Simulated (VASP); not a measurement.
# MgW (Pm-3m) in VASP: single point with PBE

Aim: the single point of MgW with PBE.

All numbers are computed with VASP 6.6.1; they aren't measurements. Logs are shortened: lines on timing, memory, paths and dates and some standing lists are left out, and cuts for length are marked.

### 1 The cell of the first run

Symmetry: Pm-3m, No. 221, cubic system. The conventional cell has a = 3.180 Å, b = 3.180 Å, c = 3.180 Å, α = 90.00°, β = 90.00°, γ = 90.00°. Mg (site symmetry m-3m) has 8 W at 2.75 Å and 6 Mg at 3.18 Å within 3.6 Å. Within 3.6 Å of W (site symmetry m-3m) lie 8 Mg at 2.75 Å and 6 W at 3.18 Å.

### 2 Single point, PBE

File INCAR:

```
PREC = Accurate ; ENCUT = 600
EDIFF = 1E-6 ; ISMEAR = -1
SIGMA = 0.1 ; LREAL = F
LASPH = T ; NELM = 120
ALGO = Normal ; ISIF = 2
LWAVE = F ; LCHARG = F
GGA = PE ; NBANDS = 15
GGA_COMPAT = F
```

File KPOINTS:

```
regular mesh
0
Gamma
  6 6 6
```

File POSCAR:

```
MgW
1.0
    3.1803650000      0.0000000000      0.0000000000
    0.0000000000      3.1803650000      0.0000000000
    0.0000000000      0.0000000000      3.1803650000
Mg W
1 1
Direct
    0.0000000000      0.0000000000      0.0000000000
    0.5000000000      0.5000000000      0.5000000000
```

Potentials or basis: VASP PAW PBE potentials, release 64 (Mg, W_sv).

The run is started by

```bash
cat potpaw_PBE.64/Mg/POTCAR potpaw_PBE.64/W_sv/POTCAR > POTCAR
mpirun -np 1 vasp_std > vasp.out
```

OUTCAR:

```text
PREC = Accurate
   ENCUT = 600
   EDIFF = 1E-6
   ISMEAR = -1
   LREAL = F
   LASPH = T
   NELM = 120
   ISIF = 2
   GGA = PE

 ion  position               nearest neighbor table
   1  0.000  0.000  0.000-   2 2.75   2 2.75   2 2.75   2 2.75   2 2.75   2 2.75   2 2.75   2 2.75

   2  0.500  0.500  0.500-   1 2.75   1 2.75   1 2.75   1 2.75   1 2.75   1 2.75   1 2.75   1 2.75

  LATTYP: Found a simple cubic cell.
 ALAT       =     3.1803650000

  Lattice vectors:

 A1 = (   3.1803650000,   0.0000000000,   0.0000000000)
 A2 = (   0.0000000000,   3.1803650000,   0.0000000000)
 A3 = (   0.0000000000,   0.0000000000,   3.1803650000)

Analysis of symmetry for initial positions (statically):
=====================================================================
 Subroutine PRICEL returns:
 Original cell was already a primitive cell.

 Routine SETGRP: Setting up the symmetry group for a
 simple cubic supercell.

 Subroutine GETGRP returns: Found 48 space group operations
 (whereof 48 operations were pure point group operations)
 out of a pool of 48 trial point group operations.

The static configuration has the point symmetry O_h .

Analysis of symmetry for dynamics (positions and initial velocities):
=====================================================================
 Subroutine PRICEL returns:
 Original cell was already a primitive cell.

 Routine SETGRP: Setting up the symmetry group for a
 simple cubic supercell.

 Subroutine GETGRP returns: Found 48 space group operations
 (whereof 48 operations were pure point group operations)
 out of a pool of 48 trial point group operations.

The dynamic configuration has the point symmetry O_h .

 Subroutine INISYM returns: Found 48 space group operations
 (whereof 48 operations are pure point group operations),
 and found     1 'primitive' translations

----------------------------------------------------------------------------------------

                                     Primitive cell

  volume of cell :      32.1685

  direct lattice vectors                    reciprocal lattice vectors
     3.180365000  0.000000000  0.000000000     0.314429319  0.000000000  0.000000000
     0.000000000  3.180365000  0.000000000     0.000000000  0.314429319  0.000000000
     0.000000000  0.000000000  3.180365000     0.000000000  0.000000000  0.314429319

  length of vectors
     3.180365000  3.180365000  3.180365000     0.314429319  0.314429319  0.314429319

  position of ions in fractional coordinates (direct lattice)
     0.000000000  0.000000000  0.000000000
     0.500000000  0.500000000  0.500000000

  ion indices of the primitive-cell ions
   primitive index   ion index
                 1           1
                 2           2

----------------------------------------------------------------------------------------

 KPOINTS: regular mesh

Automatic generation of k-mesh.
 Grid dimensions read from file:
 generate k-points for:    6    6    6

 Generating k-lattice:

  Cartesian coordinates                     Fractional coordinates (reciprocal lattice)
     0.052404886  0.000000000  0.000000000     0.166666667  0.000000000  0.000000000
     0.000000000  0.052404886  0.000000000     0.000000000  0.166666667  0.000000000
     0.000000000  0.000000000  0.052404886     0.000000000  0.000000000  0.166666667

  Length of vectors
     0.052404886  0.052404886  0.052404886

  Shift w.r.t. Gamma in fractional coordinates (k-lattice)
     0.000000000  0.000000000  0.000000000

 Subroutine IBZKPT returns following result:
 ===========================================

 Found     20 irreducible k-points:

 Following reciprocal coordinates:
            Coordinates               Weight
  0.000000  0.000000  0.000000      1.000000
  0.166667  0.000000  0.000000      6.000000
  0.333333  0.000000  0.000000      6.000000
  0.500000  0.000000  0.000000      3.000000
  0.166667  0.166667  0.000000     12.000000
  0.333333  0.166667  0.000000     24.000000
[... 12 lines left out ...]
  0.500000  0.500000  0.333333      6.000000
  0.500000  0.500000  0.500000      1.000000
   k-points           NKPTS =     20   k-points in BZ     NKDIM =     20   number of bands    NBANDS=     15
   number of dos      NEDOS =    301   number of ions     NIONS =      2
   total plane-waves  NPLWV =  21952
   dimension x,y,z NGX =    28 NGY =   28 NGZ =   28
   dimension x,y,z NGXF=    56 NGYF=   56 NGZF=   56
   ions per type =               1   1
   NGX,Y,Z   is equivalent  to a cutoff of  14.64, 14.64, 14.64 a.u.
   NGXF,Y,Z  is equivalent  to a cutoff of  29.27, 29.27, 29.27 a.u.
 SYSTEM =  unknown system
   PREC   = accura    normal or accurate (medium, high low for compatibility)
   ISTART =      0    job   : 0-new  1-cont  2-samecut
   ICHARG =      2    charge: 1-file 2-atom 10-const
   ISPIN  =      1    spin polarized calculation?
   LNONCOLLINEAR =      F non collinear calculations
   LSORBIT =      F    spin-orbit coupling
   LASPH  =      T    aspherical Exc in radial PAW
   ENCUT  =  600.0 eV  44.10 Ry    6.64 a.u.   6.35  6.35  6.35*2*pi/ulx,y,z
   NELM   =    120;   NELMIN=  2; NELMDL= -5     # of ELM steps
   EDIFF  = 0.1E-05   stopping-criterion for ELM
   LREAL  =      F    real-space projection
   EDIFFG = 0.1E-04   stopping-criterion for IOM
   NSW    =      0    number of steps for IOM
   IBRION =     -1    ionic relax: 0-MD 1-quasi-New 2-CG
   NFREE  =      0    steps in history (QN), initial steepest desc. (CG)
   ISIF   =      2    stress and relaxation
   ISYM   =      2    0-nonsym 1-usesym 2-fastsym
   POTIM  = 0.5000    time-step for ionic-motion
   TEBEG  =    0.0;   TEEND  =   0.0 temperature during run
   PSTRESS=    0.0 pullay stress
   NELECT =      16.0000    total number of electrons
   NUPDOWN=      -1.0000    fix difference up-down
   EMIN   =  10.00;   EMAX   =-10.00  energy-range for DOS
   EFERMI =   0.00;   METHOD = LEGACY
   ISMEAR =    -1;   SIGMA  =   0.10  broadening in eV -4-tet -1-fermi 0-gaus
   EFERMI_NEDOS =   21; number of points for ismear=-14 and -15
   IALGO  =     38    algorithm
   IMIX   =      4    mixing-type and parameters
     AMIX     =   0.40;   BMIX     =  1.00
     AMIX_MAG =   1.60;   BMIX_MAG =  1.00
  volume/ion in A,a.u.               =      16.08       108.54
  Fermi-wavevector in a.u.,A,eV,Ry     =   1.297093  2.451151 22.891134  1.682451
  Thomas-Fermi vector in A             =   2.428508
   LORBIT       =      0    0 simple, 1 ext, 2 COOP (PROOUT), +10 PAW based schemes
   GGA     = PE    functional components
   LHFCALC =     F    Hartree Fock is set to
   AEXX    =    0.0000 exact exchange contribution
   IVDW    =     0    specifies the selected vdW correction
   LEPSILON=     F    determine dielectric tensor
   LRPA    =     F    only Hartree local field effects (RPA)
 non-spin polarized calculation
  energy-cutoff  :      600.00
  volume of cell :       32.17
 maximum number of plane-waves:      1108
 NGX is ok and might be reduce to    28
   NGX = 13   NGY = 13   NGZ = 13

 number of electron      15.9999998 magnetization

 Free energy of the ion-electron system (eV)
  ---------------------------------------------------
  ext. energy  EPLUGINS =         0.00000000
  ---------------------------------------------------
  free energy    TOTEN  =       -12.18991815 eV

  energy without entropy =      -12.09266309  energy(sigma->0) =      -12.14129062

 E-fermi :   7.3154     XC(G=0): -11.6908

 val. band max:        7.2739893297   @ k =   0.5000   0.3333   0.0000
 cond. band min:       7.3565522540   @ k =   0.3333   0.1667   0.1667
 fundamental gap:      0.0825629243
 Fermi energy:         7.3153786227

 k-point     1 :       0.0000    0.0000    0.0000
  band No.  band energies     occupation
      1     -66.6095      2.00000
      2     -30.7096      2.00000
      3     -30.7096      2.00000
      4     -30.7096      2.00000
      5      -1.1331      2.00000
      6       4.4818      2.00000
      7       4.4818      2.00000
      8       9.0207      0.00000
      9       9.0207      0.00000
     10       9.0207      0.00000
     11      14.2872      0.00000
     12      14.2872      0.00000
     13      14.2872      0.00000
     14      19.2575      0.00000
     15      19.2575      0.00000

 k-point     2 :       0.1667    0.0000    0.0000
  band No.  band energies     occupation
      1     -66.6075      2.00000
      2     -30.7635      2.00000
      3     -30.7053      2.00000
      4     -30.7053      2.00000
      5      -0.6213      2.00000
      6       4.6610      2.00000
      7       4.6950      2.00000
      8       8.3659      0.00005
      9       8.3659      0.00005
     10       9.0927      0.00000
     11      12.6341      0.00000
     12      15.2202      0.00000
     13      15.2202      0.00000
     14      17.6525      0.00000
     15      20.0932      0.00000

 k-point     3 :       0.3333    0.0000    0.0000
  band No.  band energies     occupation
      1     -66.6035      2.00000
      2     -30.8697      2.00000
      3     -30.6967      2.00000
      4     -30.6967      2.00000
      5       0.7060      2.00000
      6       4.6519      2.00000
      7       5.0640      2.00000
      8       7.4116      0.55304
      9       7.4116      0.55304
     10       9.2422      0.00000
     11      11.0938      0.00000
     12      15.5400      0.00000
     13      16.8595      0.00000
     14      16.8595      0.00000
     15      20.5095      0.00000
[... 271 lines left out ...]
 k-point    19 :       0.5000    0.5000    0.3333
  band No.  band energies     occupation
      1     -66.5876      2.00000
      2     -30.8807      2.00000
      3     -30.8807      2.00000
      4     -30.8258      2.00000
      5       3.7181      2.00000
      6       4.4312      2.00000
      7       4.4312      2.00000
      8       7.7076      0.03884
      9      10.4741      0.00000
     10      10.4741      0.00000
     11      10.8017      0.00000
     12      12.3429      0.00000
     13      13.7108      0.00000
     14      18.1149      0.00000
     15      18.4131      0.00000

 k-point    20 :       0.5000    0.5000    0.5000
  band No.  band energies     occupation
      1     -66.5857      2.00000
      2     -30.8754      2.00000
      3     -30.8754      2.00000
      4     -30.8754      2.00000
      5       4.0189      2.00000
      6       4.0189      2.00000
      7       4.0189      2.00000
      8      10.8352      0.00000
      9      10.8352      0.00000
     10      11.0785      0.00000
     11      11.0785      0.00000
     12      11.0785      0.00000
     13      12.8149      0.00000
     14      15.3353      0.00000
     15      18.4412      0.00000

------------------------ aborting loop because EDIFF is reached ----------------------------------------

  FORCE on cell =-STRESS in cart. coord.  units (eV):
  Direction    XX          YY          ZZ          XY          YZ          ZX
  --------------------------------------------------------------------------------------
  -------------------------------------------------------------------------------------
  Total        1.7273537      1.7273537      1.7273537     -0.0000000      0.0000000      0.0000000
  in kB       86.0321874     86.0321874     86.0321874     -0.0000000      0.0000000      0.0000000
  external PRESSURE =      86.0321874 kB  Pullay stress =       0.0000000 kB

 VOLUME and BASIS-vectors are now :
 -----------------------------------------------------------------------------
  energy-cutoff  :      600.00
  volume of cell :       32.17
      direct lattice vectors                 reciprocal lattice vectors
     3.180365000  0.000000000  0.000000000     0.314429319  0.000000000  0.000000000
     0.000000000  3.180365000  0.000000000     0.000000000  0.314429319  0.000000000
     0.000000000  0.000000000  3.180365000     0.000000000  0.000000000  0.314429319

 POSITION                                       TOTAL-FORCE (eV/Angst)
 -----------------------------------------------------------------------------------
      0.00000      0.00000      0.00000         0.000000      0.000000      0.000000
      1.59018      1.59018      1.59018         0.000000      0.000000      0.000000
 -----------------------------------------------------------------------------------
    total drift:                                0.000000      0.000000      0.000000

  FREE ENERGIE OF THE ION-ELECTRON SYSTEM (eV)
  ---------------------------------------------------
  free  energy   TOTEN  =       -12.1899181494 eV

  energy  without entropy=      -12.0926630878  energy(sigma->0) =      -12.14129062
```

It used 5.2 s of CPU time on 1 thread of Intel(R) Xeon(R) Platinum 8559C (Emerald Rapids), with other jobs on the host.

What came out:

```
Free energy            : -12.1899 eV
Pressure               : 8.6 GPa
Band gap on the k mesh : zero (band 8 reaches 10.84 eV, above the bottom of band 9 at 7.03 eV)
```

Caveat: spin-orbit coupling is left out, which moves the levels of the heavy elements.
